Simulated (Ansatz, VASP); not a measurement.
## One calculation of InP, two programs

INCAR

```
SYSTEM = InP
PREC = Accurate
ENCUT = 520
EDIFF = 1E-7
ISMEAR = 0
SIGMA = 0.03
LREAL = .FALSE.
LASPH = .TRUE.
NELM = 150
ALGO = Normal
ISIF = 2
LWAVE = .FALSE.
LCHARG = .FALSE.
MAGMOM = 0 0 0 0 0 0
LORBIT = 11
LSORBIT = .TRUE.
GGA_COMPAT = .FALSE.
LORBMOM = .TRUE.
GGA = PE
NBANDS = 30
```

File KPOINTS:

```
Automatic mesh
0
G
  10 10 10
  0 0 0
```

POSCAR

```
InP
1.0
    0.0000000000      2.9345000000      2.9345000000
    2.9345000000      0.0000000000      2.9345000000
    2.9345000000      2.9345000000      0.0000000000
In P
1 1
Direct
    0.0000000000      0.0000000000      0.0000000000
    0.2500000000      0.2500000000      0.2500000000
```

Input for Ansatz:

```yaml
crystal:
  lattice:
    - [0.0, 2.9345, 2.9345]
    - [2.9345, 0.0, 2.9345]
    - [2.9345, 2.9345, 0.0]
  atoms:
    - { symbol: In, position: [0.0, 0.0, 0.0] }
    - { symbol: P, position: [0.25, 0.25, 0.25] }
scf:
  occupations: { method: gaussian, width: 0.03 }
output:
  eigenstates:
    kpoints:
      - [0.0, 0.0, 0.0]
      - [0.05, 0.05, 0.05]
      - [0.1, 0.1, 0.1]
      - [0.15, 0.15, 0.15]
      - [0.2, 0.2, 0.2]
      - [0.25, 0.25, 0.25]
      - [0.3, 0.3, 0.3]
      - [0.35, 0.35, 0.35]
      - [0.4, 0.4, 0.4]
      - [0.45, 0.45, 0.45]
      - [0.5, 0.5, 0.5]
      - [0.5, 0.5, 0.0]
      - [0.25, 0.5, 0.5]
      - [0.2, 0.45, 0.45]
      - [0.3, 0.55, 0.55]
hamiltonian:
  xc: pbe
kpoints:
  mp_grid: { grid: [10, 10, 10] }
magnetization:
  noncollinear: true
  spin_orbit: true
```

Alike in both runs: task single point; functional PBE; k mesh 10 × 10 × 10; occupations gaussian, width 0.03 eV; non-collinear spin, spin-orbit coupling.

```csv
,VASP,Ansatz
version,VASP 6.6.1,Ansatz 0.2.0
potentials or method,"VASP PAW PBE potentials, release 64 (In_d, P)","plane waves, PAW"
plane-wave cutoff (eV),520,420
valence electrons in the cell,18,18
```

```tsv
	VASP	Ansatz	Ansatz less VASP
net moment per atom (μB)	0.00	0.00	0.000
```
